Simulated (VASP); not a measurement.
A run of VASP 6.6.1 is set up as follows.

INCAR

```
ALGO = Normal ; EDIFF = 1E-6
ENCUT = 520 ; GGA = PE
ISIF = 2 ; ISMEAR = 0
ISPIN = 2 ; LASPH = True
LCHARG = False ; LORBIT = 11
LREAL = False ; LWAVE = False
MAGMOM = 1.05 1.05 ; NBANDS = 12
NELM = 150 ; PREC = Accurate
SIGMA = 0.05
```

File KPOINTS:

```
k-points
0
Gamma
  6 6 6
```

Contents of POSCAR:

```
H
1.0
    5.4326000000      0.0000000000      0.0000000000
   -2.7163000000      4.7047696086      0.0000000000
    0.0000000000      0.0000000000      4.1379000000
H
2
Direct
    0.3333333333      0.6666666667      0.2500000000
    0.6666666667      0.3333333333      0.7500000000
```

Potentials or basis: VASP PAW PBE potentials, release 64 (H).

The run is started by

```console
$ cat potpaw_PBE.64/H/POTCAR > POTCAR
$ mpirun -np 1 vasp_std > vasp.out
```

(1) Estimate the site moments.

(2) Estimate the pressure.

## Answers

(1) H +0.38 μB.

(2) 0.0 GPa.

Caveat: the nearest neighbours stand farther apart than a usual bond.
